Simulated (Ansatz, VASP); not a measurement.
Two plane-wave programs on ZrC

```
Zr C
1.0
     0.00000    2.28691    2.28691
     2.28691    0.00000    2.28691
     2.28691    2.28691    0.00000
Zr C
1 1
Direct
  0.50000 0.50000 0.50000
  0.00000 0.00000 0.00000
```

Alike in both runs: task single point; functional PBEsol; k mesh 16 × 16 × 16; occupations gaussian, width 0.1 eV; no spin polarisation.

```csv
,VASP,Ansatz
version,VASP 6.6.1,Ansatz 0.2.0
potentials or method,"VASP PAW PBE potentials, release 64 (Zr_sv, C), cutoff 520 eV","scalar-relativistic, plane waves, PAW"
valence electrons in the cell,16,16
```

Ansatz gave:

```
gap on the k mesh at the Fermi level (eV) : none
pressure (GPa)                            : 16.5
```

Question: Estimate VASP's values.

Answer: gap on the k mesh at the Fermi level (eV): none; pressure (GPa): 16.9.

VASP's potentials were made for PBE, not for PBEsol. A gap of «none» marks a metal or a gap that the smearing closes. With one functional, cell and mesh, what is left measures potentials, basis and numerics.
